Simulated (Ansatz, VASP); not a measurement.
One calculation of ZnSiP2, two programs

POSCAR

```
ZnSiP2
1.0
   -2.6884956339      2.6884956339      5.2338435169
    2.6884956339     -2.6884956339      5.2338435169
    2.6884956339      2.6884956339     -5.2338435169
Zn P Si
2 4 2
Direct
    0.0000000000      0.0000000000      0.0000000000
    0.7500000000      0.2500000000      0.5000000000
    0.3750000000      0.3918255494      0.5168255494
    0.1418255494      0.6250000000      0.0168255494
    0.8750000000      0.8581744506      0.4831744506
    0.6081744506      0.1250000000     -0.0168255494
    0.5000000000      0.5000000000      0.0000000000
    0.2500000000      0.7500000000      0.5000000000
```

INCAR.step1

```
SYSTEM = ZnSiP2
PREC = Accurate ; ENCUT = 550
ISMEAR = 0 ; SIGMA = 0.01
LREAL = .False. ; LASPH = .True.
NELM = 120 ; NBANDS = 36
GGA = PE ; ALGO = Normal
EDIFF = 1E-5 ; LWAVE = .True.
LCHARG = .False. ; GGA_COMPAT = .False.
```

Contents of INCAR.step2:

```
SYSTEM = ZnSiP2
PREC = Accurate ; ENCUT = 550
EDIFF = 1E-6 ; ISMEAR = 0
SIGMA = 0.01 ; LREAL = .False.
LASPH = .True. ; NELM = 120
ALGO = Normal ; ISIF = 2
LWAVE = .False. ; LCHARG = .False.
METAGGA = R2SCAN ; LMIXTAU = .True.
NBANDS = 36 ; ISTART = 1
GGA_COMPAT = .False.
```

KPOINTS

```
regular mesh
0
Gamma
  6 6 6
  0 0 0
```

Input for Ansatz:

```yaml
crystal:
  lattice:
    - [-2.6884956339, 2.6884956339, 5.2338435169]
    - [2.6884956339, -2.6884956339, 5.2338435169]
    - [2.6884956339, 2.6884956339, -5.2338435169]
  atoms:
    - { symbol: Zn, position: [0.0, 0.0, 0.0] }
    - { symbol: P, position: [0.375, 0.3918255494, 0.5168255494] }
    - { symbol: Zn, position: [0.75, 0.25, 0.5] }
    - { symbol: P, position: [0.1418255494, 0.625, 0.0168255494] }
    - { symbol: Si, position: [0.5, 0.5, 0.0] }
    - { symbol: P, position: [0.875, 0.8581744506, 0.4831744506] }
    - { symbol: Si, position: [0.25, 0.75, 0.5] }
    - { symbol: P, position: [0.6081744506, 0.125, -0.0168255494] }
kpoints:
  mp_grid: { grid: [6, 6, 6] }
  band_path:
    path:
      - [0.0, 0.0, 0.0]
      - [0.0, 0.0, 0.5]
      - [0.25, 0.25, 0.25]
      - [0.0, 0.5, 0.0]
      - [0.5, 0.5, -0.5]
      - [0.3159655537, 0.6840344463, -0.3159655537]
      - [-0.3159655537, 0.3159655537, 0.3159655537]
      - [-0.1319311074, 0.1319311074, 0.5]
      - [0.5, 0.5, -0.1319311074]
    npoints: 1
hamiltonian:
  xc: r2scan
scf:
  occupations: { method: fixed }
  n_extra_bands: 6
output:
  forces: true
  stress: true
  eigenvalues: true
```

Alike in both runs: task single point; functional r2SCAN; k mesh 6 × 6 × 6; no spin polarisation.

|  | VASP | Ansatz |
| --- | --- | --- |
| version | VASP 6.6.1 | Ansatz 0.2.0 |
| potentials or method | VASP PAW PBE potentials, release 64 (Zn, P, Si) | plane waves, PAW |
| plane-wave cutoff (eV) | 550 | 500 |
| occupations | gaussian, width 0.01 eV | fixed |
| valence electrons in the cell | 52 | 52 |

Ansatz gave:

* gap on the k mesh at the Fermi level (eV): 1.56
* pressure (GPa): 0.0
* rms of the force components (eV/Å): 0.000

Problem. Which values does VASP return?

Solution. gap on the k mesh at the Fermi level (eV): 1.57; pressure (GPa): -0.2; rms of the force components (eV/Å): 0.016.

VASP's potentials were made for PBE, not for r2SCAN.
